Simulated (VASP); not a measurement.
# H in VASP: a series of runs, part 2 of 2

VASP 6.6.1.

## Step 3: Single point, PBE (one atom moved)

Input file INCAR:

```
PREC = Accurate
ENCUT = 520
EDIFF = 1E-6
ISMEAR = 0
SIGMA = 0.02
LREAL = F
LASPH = T
NELM = 80
ALGO = Normal
ISIF = 2
LWAVE = F
LCHARG = F
GGA = PE
NBANDS = 10
```

Input file KPOINTS:

```
regular mesh
0
Gamma
  9 9 6
```

Input file POSCAR:

```
H
1.0
    3.8401304226      0.0000000000      0.0000000000
   -1.9200652113      3.3256504998      0.0000000000
    0.0000000000      0.0000000000      5.0466615500
H
4
Direct
    0.3333333300      0.6666666700      0.1764958800
    0.6666666700      0.3333333300      0.6764958800
    0.6666666700      0.3333333300      0.8235041200
    0.3468645174      0.6937290447      0.3235041200
```

Potentials or basis: VASP PAW PBE potentials, release 64 (H).

Command:

```console
$ cat potpaw_PBE.64/H/POTCAR > POTCAR
$ mpirun -np 1 vasp_std > vasp.out
```

OUTCAR:

```text
PREC = Accurate
   ENCUT = 520
   EDIFF = 1E-6
   ISMEAR = 0
   LREAL = F
   LASPH = T
   NELM = 80
   ISIF = 2
   GGA = PE

 ion  position               nearest neighbor table
   1  0.333  0.667  0.176-   4 0.75
   2  0.667  0.333  0.676-   3 0.74
   3  0.667  0.333  0.824-   2 0.74
   4  0.347  0.694  0.324-   1 0.75

  LATTYP: Found a hexagonal cell.
 ALAT       =     3.8401304226
 C/A-ratio  =     1.3141901432

  Lattice vectors:

 A1 = (   3.8401304226,   0.0000000000,   0.0000000000)
 A2 = (  -1.9200652113,   3.3256504998,   0.0000000000)
 A3 = (   0.0000000000,   0.0000000000,   5.0466615500)

Analysis of symmetry for initial positions (statically):
=====================================================================
 Subroutine PRICEL returns:
 Original cell was already a primitive cell.

 Routine SETGRP: Setting up the symmetry group for a
 hexagonal supercell.

 Subroutine GETGRP returns: Found  2 space group operations
 (whereof  2 operations were pure point group operations)
 out of a pool of 24 trial point group operations.

The static configuration has the point symmetry C_1h.

Analysis of symmetry for dynamics (positions and initial velocities):
=====================================================================
 Subroutine PRICEL returns:
 Original cell was already a primitive cell.

 Routine SETGRP: Setting up the symmetry group for a
 hexagonal supercell.

 Subroutine GETGRP returns: Found  2 space group operations
 (whereof  2 operations were pure point group operations)
 out of a pool of 24 trial point group operations.

The dynamic configuration has the point symmetry C_1h.

 Subroutine INISYM returns: Found  2 space group operations
 (whereof  2 operations are pure point group operations),
 and found     1 'primitive' translations

----------------------------------------------------------------------------------------

                                     Primitive cell

  volume of cell :      64.4506

  direct lattice vectors                    reciprocal lattice vectors
     3.840130423  0.000000000  0.000000000     0.260407822  0.150346526  0.000000000
    -1.920065211  3.325650500  0.000000000     0.000000000  0.300693052  0.000000000
     0.000000000  0.000000000  5.046661550     0.000000000  0.000000000  0.198150795

  length of vectors
     3.840130423  3.840130423  5.046661550     0.300693052  0.300693052  0.198150795

  position of ions in fractional coordinates (direct lattice)
     0.333333330  0.666666670  0.176495880
     0.666666670  0.333333330  0.676495880
     0.666666670  0.333333330  0.823504120
     0.346864517  0.693729045  0.323504120

  ion indices of the primitive-cell ions
   primitive index   ion index
                 1           1
                 2           2
                 3           3
                 4           4

----------------------------------------------------------------------------------------

 KPOINTS: regular mesh

Automatic generation of k-mesh.
 Grid dimensions read from file:
 generate k-points for:    9    9    6

 Generating k-lattice:

[... 40 lines left out ...]
 -0.222222 -0.444444  0.000000      4.000000
  0.444444  0.333333  0.000000      4.000000
 [... further k-points ...]
   k-points           NKPTS =    140   k-points in BZ     NKDIM =    140   number of bands    NBANDS=     10
   number of dos      NEDOS =    301   number of ions     NIONS =      4
   total plane-waves  NPLWV =  36000
   dimension x,y,z NGX =    30 NGY =   30 NGZ =   40
   dimension x,y,z NGXF=    60 NGYF=   60 NGZF=   80
   ions per type =               4
   NGX,Y,Z   is equivalent  to a cutoff of  12.99, 12.99, 13.18 a.u.
   NGXF,Y,Z  is equivalent  to a cutoff of  25.98, 25.98, 26.35 a.u.
 SYSTEM =  unknown system
   PREC   = accura    normal or accurate (medium, high low for compatibility)
   ISTART =      0    job   : 0-new  1-cont  2-samecut
   ICHARG =      2    charge: 1-file 2-atom 10-const
   ISPIN  =      1    spin polarized calculation?
   LNONCOLLINEAR =      F non collinear calculations
   LSORBIT =      F    spin-orbit coupling
   LASPH  =      T    aspherical Exc in radial PAW
   ENCUT  =  520.0 eV  38.22 Ry    6.18 a.u.   7.14  7.14  9.38*2*pi/ulx,y,z
   NELM   =     80;   NELMIN=  2; NELMDL= -5     # of ELM steps
   EDIFF  = 0.1E-05   stopping-criterion for ELM
   LREAL  =      F    real-space projection
   EDIFFG = 0.1E-04   stopping-criterion for IOM
   NSW    =      0    number of steps for IOM
   IBRION =     -1    ionic relax: 0-MD 1-quasi-New 2-CG
   NFREE  =      0    steps in history (QN), initial steepest desc. (CG)
   ISIF   =      2    stress and relaxation
   ISYM   =      2    0-nonsym 1-usesym 2-fastsym
   POTIM  = 0.5000    time-step for ionic-motion
   TEBEG  =    0.0;   TEEND  =   0.0 temperature during run
   PSTRESS=    0.0 pullay stress
   NELECT =       4.0000    total number of electrons
   NUPDOWN=      -1.0000    fix difference up-down
   EMIN   =  10.00;   EMAX   =-10.00  energy-range for DOS
   EFERMI =   0.00;   METHOD = LEGACY
   ISMEAR =     0;   SIGMA  =   0.02  broadening in eV -4-tet -1-fermi 0-gaus
   EFERMI_NEDOS =   21; number of points for ismear=-14 and -15
   IALGO  =     38    algorithm
   IMIX   =      4    mixing-type and parameters
     AMIX     =   0.40;   BMIX     =  1.00
     AMIX_MAG =   1.60;   BMIX_MAG =  1.00
  volume/ion in A,a.u.               =      16.11       108.73
  Fermi-wavevector in a.u.,A,eV,Ry     =   0.648165  1.224855  5.716059  0.420119
  Thomas-Fermi vector in A             =   1.716710
   LORBIT       =      0    0 simple, 1 ext, 2 COOP (PROOUT), +10 PAW based schemes
   GGA     = PE    functional components
   LHFCALC =     F    Hartree Fock is set to
   AEXX    =    0.0000 exact exchange contribution
   IVDW    =     0    specifies the selected vdW correction
   LEPSILON=     F    determine dielectric tensor
   LRPA    =     F    only Hartree local field effects (RPA)
 non-spin polarized calculation
 Gauss-broadening in eV      SIGMA  =   0.02
  energy-cutoff  :      520.00
  volume of cell :       64.45
 maximum number of plane-waves:      1773
 NGX is ok and might be reduce to    30
   NGX = 15   NGY = 15   NGZ = 19

 number of electron       4.0000003 magnetization

 Free energy of the ion-electron system (eV)
  ---------------------------------------------------
  ext. energy  EPLUGINS =         0.00000000
  ---------------------------------------------------
  free energy    TOTEN  =       -13.57600648 eV

  energy without entropy =      -13.57600648  energy(sigma->0) =      -13.57600648

 E-fermi :  -8.8144     XC(G=0):  -4.5722

 val. band max:       -8.9136769521   @ k =   0.0000   0.0000   0.0000
 cond. band min:       0.4610455346   @ k =   0.0000   0.0000   0.0000
 fundamental gap:      9.3747224867
 Fermi energy:        -8.8144273441

 k-point     1 :       0.0000    0.0000    0.0000
  band No.  band energies     occupation
      1     -10.3176      2.00000
      2      -8.9137      2.00000
      3       0.4610      0.00000
      4       3.0563      0.00000
      5       6.1488      0.00000
      6       7.6080      0.00000
      7       8.3603      0.00000
      8       8.3681      0.00000
      9       9.6445      0.00000
     10       9.7857      0.00000
[... 287 lines left out ...]
 k-point    24 :       0.4444    0.3333    0.0000
  band No.  band energies     occupation
      1      -9.5049      2.00000
      2      -9.1578      2.00000
      3       1.5541      0.00000
      4       2.8329      0.00000
      5       3.5918      0.00000
      6       4.0509      0.00000
      7       4.3663      0.00000
      8       7.3526      0.00000
      9       8.4437      0.00000
     10      10.8486      0.00000

 [... further k-points ...]

------------------------ aborting loop because EDIFF is reached ----------------------------------------

  FORCE on cell =-STRESS in cart. coord.  units (eV):
  Direction    XX          YY          ZZ          XY          YZ          ZX
  --------------------------------------------------------------------------------------
  -------------------------------------------------------------------------------------
  Total       -0.0452164     -0.0402336      0.2443091      0.0000000      0.0085481      0.0000000
  in kB       -1.1240352     -1.0001671      6.0732818      0.0000000      0.2124971      0.0000000
  external PRESSURE =       1.3163599 kB  Pullay stress =       0.0000000 kB

 VOLUME and BASIS-vectors are now :
 -----------------------------------------------------------------------------
  energy-cutoff  :      520.00
  volume of cell :       64.45
      direct lattice vectors                 reciprocal lattice vectors
     3.840130423  0.000000000  0.000000000     0.260407822  0.150346526  0.000000000
    -1.920065211  3.325650500  0.000000000     0.000000000  0.300693052  0.000000000
     0.000000000  0.000000000  5.046661550     0.000000000  0.000000000  0.198150795

 POSITION                                       TOTAL-FORCE (eV/Angst)
 -----------------------------------------------------------------------------------
     -0.00000      2.21710      0.89071        -0.000000     -0.012633     -0.104395
      1.92007      1.10855      3.41405         0.000000      0.003192     -0.298983
      1.92007      1.10855      4.15595         0.000000     -0.001588      0.299042
     -0.00000      2.30710      1.63262         0.000000      0.011030      0.104336
 -----------------------------------------------------------------------------------
    total drift:                               -0.000000      0.000049     -0.000017

  FREE ENERGIE OF THE ION-ELECTRON SYSTEM (eV)
  ---------------------------------------------------
  free  energy   TOTEN  =       -13.5760064804 eV

  energy  without entropy=      -13.5760064804  energy(sigma->0) =      -13.57600648
```

OSZICAR:

```text
N       E                     dE             d eps       ncg     rms          rms(c)
DAV:   1    -0.595839825743E+01   -0.59584E+01   -0.14783E+03  2800   0.270E+02
DAV:   2    -0.145522719636E+02   -0.85939E+01   -0.85118E+01  3646   0.497E+01
DAV:   3    -0.148182437990E+02   -0.26597E+00   -0.26584E+00  3356   0.836E+00
DAV:   4    -0.148190800855E+02   -0.83629E-03   -0.83627E-03  3070   0.551E-01
DAV:   5    -0.148190837008E+02   -0.36153E-05   -0.36153E-05  3136   0.372E-02    0.633E+00
DAV:   6    -0.139771675138E+02    0.84192E+00   -0.39987E-01  3038   0.220E+00    0.345E+00
DAV:   7    -0.135681613652E+02    0.40901E+00   -0.92948E-01  3058   0.346E+00    0.414E-01
DAV:   8    -0.135788881306E+02   -0.10727E-01   -0.16486E-02  2904   0.533E-01    0.281E-01
DAV:   9    -0.135759885563E+02    0.28996E-02   -0.61908E-03  2936   0.274E-01    0.192E-02
DAV:  10    -0.135760035368E+02   -0.14980E-04   -0.88231E-05  3012   0.548E-02    0.766E-03
DAV:  11    -0.135760067799E+02   -0.32432E-05   -0.59127E-06  2868   0.211E-02    0.129E-03
DAV:  12    -0.135760064804E+02    0.29955E-06   -0.16766E-07  2416   0.198E-03
   1 F= -.13576006E+02 E0= -.13576006E+02  d E =-.707329E-15
```

It took 60 s on 1 thread of AMD EPYC 7R13 (Zen 3), shared host; peak memory 0.18 GiB.

What came out:

```
Free energy            : -13.5760 eV
Pressure               : 0.1 GPa
Largest force          : 0.299 eV/Å
Band gap on the k mesh : 9.37 eV
```

Forces on the atoms (eV/Å):
```
H    0.000 -0.013 -0.104
H    0.000  0.003 -0.299
H    0.000 -0.002  0.299
H    0.000  0.011  0.104
```

Caveat: the cell differs from its parent crystal (one atom moved); this functional lacks dispersion, which holds the molecules together, so the pressure and a relaxed volume are unreliable; an odd mesh through Γ misses points on the zone boundary, where band edges can lie.
